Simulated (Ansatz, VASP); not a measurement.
# Co: VASP beside Ansatz

File INCAR:

```
  PREC = Accurate
  ENCUT = 520
  EDIFF = 1E-6
  ISMEAR = -1
  SIGMA = 0.05
  LREAL = F
  LASPH = T
  NELM = 150
  ALGO = Normal
  ISIF = 2
  LWAVE = F
  LCHARG = T
  ISPIN = 2
  MAGMOM = 2 2 2 2
  LORBIT = 11
  LMAXMIX = 4
  LELF = T
  LVHAR = T
  NBANDS = 30
```

File KPOINTS:

```
regular mesh
0
Gamma
  12 12 4
```

File POSCAR:

```
Co
1.0
    2.4705617809      0.0000000000      0.0000000000
   -1.2352808905      2.1395692639      0.0000000000
    0.0000000000      0.0000000000      8.0882338000
Co
4
Direct
    0.6666666667      0.3333333333      0.7500000000
    0.0000000000      0.0000000000      0.5000000000
    0.3333333333      0.6666666667      0.2500000000
    0.0000000000      0.0000000000      0.0000000000
```

File input.yaml:

```yaml
crystal:
  lattice:
    - [2.4705617809, 0.0, 0.0]
    - [-1.2352808905, 2.1395692639, 0.0]
    - [0.0, 0.0, 8.0882338]
  atoms:
    - { symbol: Co, position: [0.6666666667, 0.3333333333, 0.75], spin: 2.0 }
    - { symbol: Co, position: [0.0, 0.0, 0.5], spin: 2.0 }
    - { symbol: Co, position: [0.3333333333, 0.6666666667, 0.25], spin: 2.0 }
    - { symbol: Co, position: [0.0, 0.0, 0.0], spin: 2.0 }
kpoints:
  mp_grid: { grid: [12, 12, 4] }
  band_path:
    path:
      - [0.0, 0.0, 0.0]
      - [0.5, 0.0, 0.0]
      - [0.3333333333, 0.3333333333, 0.0]
      - [0.0, 0.0, 0.0]
      - [0.0, 0.0, 0.5]
      - [0.5, 0.0, 0.5]
      - [0.3333333333, 0.3333333333, 0.5]
      - [0.0, 0.0, 0.5]
    npoints: 10
scf:
  occupations: { method: fermi_dirac, width: 0.05 }
hamiltonian:
  xc: lda
  pseudopotentials: { kind: all_electron, lapw: { basis_error: 0.002 } }
magnetization:
  spin_polarized: true
output:
  forces: true
  stress: true
  eigenvalues: true
```

Alike in both runs: functional LDA; k mesh 12 × 12 × 4; occupations fermi-dirac, width 0.05 eV; collinear spin.

```csv
,VASP,Ansatz
version,VASP 6.6.1,Ansatz 0.2.0
potentials or method,"VASP PAW LDA potentials, release 64 (Co), cutoff 520 eV","all-electron LAPW, scalar-relativistic"
task,single point,band structure
```

```csv
,VASP,Ansatz,Ansatz less VASP
gap on the k mesh at the Fermi level (eV),none,none,-
pressure (GPa),-15.8,-14.7,+1.04
"traceless stress, the component that is largest in VASP (GPa)",-2.09,-2.40,-0.307
net moment per atom (μB),1.54,1.59,+0.045
size of the moment on the site where the two differ most (μB),1.54,1.62,+0.081
```

LDA's correlation is that of Perdew and Zunger in VASP and of Perdew and Wang (1992) in Ansatz. Site moments also hang on the region over which each program counts them. A gap of «none» marks a metal or a gap that the smearing closes. Ansatz ran all-electron here, and VASP with PAW potentials.
